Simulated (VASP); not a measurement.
# AgBr (Fm-3m) in VASP: a series of runs, part 3 of 3

VASP 6.6.1.

### 6 Vibrations by perturbation theory, PBEsol

This run uses another cell than the first one, of 23.86 Å³/atom.

The input, INCAR:

```
SYSTEM = AgBr
PREC     = Accurate       ! precision mode
ENCUT    = 500            ! plane-wave cutoff, eV
EDIFF    = 1E-8           ! SCF threshold, eV
ISMEAR   = 0              ! smearing method
SIGMA    = 0.01           ! smearing width, eV
LREAL    = .False.        ! projectors in reciprocal space
LASPH    = .True.         ! aspherical terms in the spheres
NELM     = 120            ! most SCF steps
ALGO     = Normal         ! electronic algorithm
ISIF     = 2              ! what is computed and relaxed
LWAVE    = .False.        ! write WAVECAR
LCHARG   = .False.        ! write CHGCAR
GGA      = PS             ! functional
IBRION   = 8              ! ionic algorithm
NSW      = 1              ! ionic steps
GGA_COMPAT= .False.
```

The input, KPOINTS:

```
regular mesh
0
Gamma
  8 8 8
  0 0 0
```

The input, POSCAR:

```
AgBr
1.0
    2.8789632817      2.8789632817      0.0000000000
   -2.8789632817      2.8789632817      0.0000000000
    0.0000000000      2.8789632817      2.8789632817
Ag Br
1 1
Direct
    0.0000000000      0.0000000000      0.0000000000
    0.5000000000      0.5000000000      0.0000000000
```

Potentials or basis: VASP PAW PBE potentials, release 64 (Ag, Br).

Run with:

```
$ cat potpaw_PBE.64/Ag/POTCAR potpaw_PBE.64/Br/POTCAR > POTCAR
$ mpirun -np 1 vasp_std > vasp.out
```

OUTCAR:

```text
SYSTEM = AgBr
   PREC = Accurate
   ENCUT = 500
   EDIFF = 1E-8
   ISMEAR = 0
   LREAL = .False.
   LASPH = .True.
   NELM = 120
   ISIF = 2
   GGA = PS
   IBRION = 8
   NSW = 1

 ion  position               nearest neighbor table
   1  0.000  0.000  0.000-   2 2.88   2 2.88   2 2.88   2 2.88   2 2.88   2 2.88
   2  0.500  0.500  0.000-   1 2.88   1 2.88   1 2.88   1 2.88   1 2.88   1 2.88

  LATTYP: Found a face centered cubic cell.
 ALAT       =     5.7579265634

  Lattice vectors:

 A1 = (   0.0000000000,   2.8789632817,   2.8789632817)
 A2 = (   2.8789632817,   0.0000000000,   2.8789632817)
 A3 = (   2.8789632817,   2.8789632817,   0.0000000000)

Analysis of symmetry for initial positions (statically):
=====================================================================
 Subroutine PRICEL returns:
[... 616 lines left out ...]
------------------------ aborting loop because EDIFF is reached ----------------------------------------

 INTERNAL STRAIN TENSOR  FOR ION    2  DIRECTION 1   (eV/Angst):
 -----------------------------------------------------------------------------
    -0.00604  0.00000  0.00000
     0.00000 -0.02213 -0.00000
    -0.00000 -0.00000 -0.02213

 INTERNAL STRAIN TENSOR FOR ION    2 for displacements in x,y,z  (eV/Angst):
          X           Y           Z          XY          YZ          ZX
  --------------------------------------------------------------------------------
  x     0.00000     0.00000     0.00000     0.00000     0.00000     0.00000
  y     0.00000     0.00000     0.00000     0.00000     0.00000     0.00000
  z     0.00000     0.00000     0.00000     0.00000     0.00000     0.00000

 SECOND DERIVATIVES (NOT SYMMETRIZED)
 ------------------------------------
               1X          1Y          1Z          2X          2Y          2Z
  1X    -0.841355    0.000000    0.000000    0.841355    0.000000    0.000000
  1Y     0.000000   -0.841355    0.000000    0.000000    0.841355    0.000000
  1Z     0.000000    0.000000   -0.841355    0.000000    0.000000    0.841355
  2X     0.824879    0.000000    0.000000   -0.824879    0.000000    0.000000
  2Y     0.000000    0.824879    0.000000    0.000000   -0.824879    0.000000
  2Z     0.000000    0.000000    0.824879    0.000000    0.000000   -0.824879

 Eigenvectors and eigenvalues of the dynamical matrix
 ----------------------------------------------------

   1 f  =    2.104620 THz    13.223719 2PiTHz   70.202577 cm-1     8.704006 meV
             X         Y         Z           dx          dy          dz
      0.000000  0.000000  0.000000     0.000000    0.656035    0.000000
      0.000000  2.878963  0.000000     0.000000   -0.754730    0.000000
[... 21 lines left out ...]
   6 f/i=    0.010305 THz     0.064748 2PiTHz    0.343734 cm-1     0.042618 meV
             X         Y         Z           dx          dy          dz
      0.000000  0.000000  0.000000     0.000000    0.000000    0.754730
      0.000000  2.878963  0.000000     0.000000    0.000000    0.656035

--------------------------------------------------------------------------------------------------------

 ELASTIC MODULI CONTR FROM IONIC RELAXATION (kBar)
 Direction    XX          YY          ZZ          XY          YZ          ZX
 --------------------------------------------------------------------------------
 XX           0.0000      0.0000      0.0000      0.0000      0.0000      0.0000
 YY           0.0000      0.0000      0.0000      0.0000      0.0000      0.0000
 ZZ           0.0000      0.0000      0.0000      0.0000      0.0000      0.0000
 XY           0.0000      0.0000      0.0000      0.0000      0.0000      0.0000
 YZ           0.0000      0.0000      0.0000      0.0000      0.0000      0.0000
 ZX           0.0000      0.0000      0.0000      0.0000      0.0000      0.0000
 --------------------------------------------------------------------------------
```

OSZICAR:

```text
N       E                     dE             d eps       ncg     rms          rms(c)
DAV:   1     0.924470572374E+02    0.92447E+02   -0.84978E+03   770   0.119E+03
DAV:   2    -0.208717352531E+01   -0.94534E+02   -0.88883E+02   914   0.236E+02
DAV:   3    -0.579004232390E+01   -0.37029E+01   -0.36882E+01   849   0.491E+01
DAV:   4    -0.581408818151E+01   -0.24046E-01   -0.24043E-01   864   0.440E+00
[... 38 lines left out ...]
RMM:   8    -0.136482507321E+00    0.23901E-06   -0.15210E-09  2503   0.902E-05    0.113E-04
RMM:   9    -0.136481736366E+00    0.77096E-06   -0.21958E-09  2438   0.769E-05    0.366E-05
RMM:  10    -0.136481812044E+00   -0.75678E-07   -0.12575E-08  2541   0.178E-05    0.883E-06
RMM:  11    -0.136481870530E+00   -0.58486E-07   -0.16671E-08  2244   0.691E-06    0.333E-06
RMM:  12    -0.136481860759E+00    0.97710E-08    0.39545E-09  1216   0.126E-06    0.735E-07
 Linear response finished
```

Wall time 2.6 min (1 thread of Intel Xeon 8259CL, shared host); peak memory 0.26 GiB.

Results:

| Property | Result |
| --- | --- |
| Highest phonon frequency at Γ, LO-TO splitting left out | 70 cm⁻¹ |

Phonon frequencies in cm⁻¹ (negative: imaginary):
```
              q point     frequencies
(0.000, 0.000, 0.000)  0 0 0 70 70 70
```

Caveat: the cell stands under pressure or tension, which shifts response properties; the PAW data sets were made with another functional, which shifts forces and pressure a little.
